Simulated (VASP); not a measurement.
Write the native input for VASP 6.6.1 that does the following.

```
Task                   : single point
Functional             : PBE
Dispersion             : D4
Potentials or basis    : VASP PAW PBE potentials, release 64 (Cd_sv_GW, O)
Cutoff                 : 700 eV
k mesh                 : 10 × 10 × 10
Occupations            : fermi-dirac, width 0.05 eV
Spin                   : no spin polarisation
Dipole correction      : no
Further INCAR settings : ALGO = Normal; EDIFF = 1e-06; NBANDS = 20
```

The structure of CdO lies in POSCAR:

```
CdO
1.0
    0.0000000000      2.3337310685      2.3337310685
    2.3337310685      0.0000000000      2.3337310685
    2.3337310685      2.3337310685      0.0000000000
Cd O
1 1
Direct
    0.0000000000      0.0000000000      0.0000000000
    0.5000000000      0.5000000000      0.5000000000
```

These files were run (other wordings do the same):

INCAR

```
SYSTEM = CdO
ALGO = Normal
EDIFF = 1E-6
ENCUT = 700
GGA = PE
GGA_COMPAT = .FALSE.
ISIF = 2
ISMEAR = -1
IVDW = 13
LASPH = .TRUE.
LCHARG = .FALSE.
LREAL = .FALSE.
LWAVE = .FALSE.
NBANDS = 20
NELM = 120
PREC = Accurate
SIGMA = 0.05
```

KPOINTS

```
k-points
0
G
  10 10 10
  0 0 0
```

Potentials or basis: VASP PAW PBE potentials, release 64 (Cd_sv_GW, O).

Launch:

```console
$ cat potpaw_PBE.64/Cd_sv_GW/POTCAR potpaw_PBE.64/O/POTCAR > POTCAR
$ mpirun -np 1 vasp_std > vasp.out
```

It gave:

```json
{
  "Pressure": "5.4 GPa",
  "Band gap on the k mesh": "zero (bands 13 and 14 overlap by 0.37 eV)",
  "Dispersion energy per atom": "-0.320 eV"
}
```

Caveat: the cell stands under pressure; semilocal functionals underestimate gaps, and a narrow one can read as zero.

Run time: 22 s on 1 thread of Intel(R) Xeon(R) Platinum 8488C (Sapphire Rapids) (shared host), peak memory 0.19 GiB.
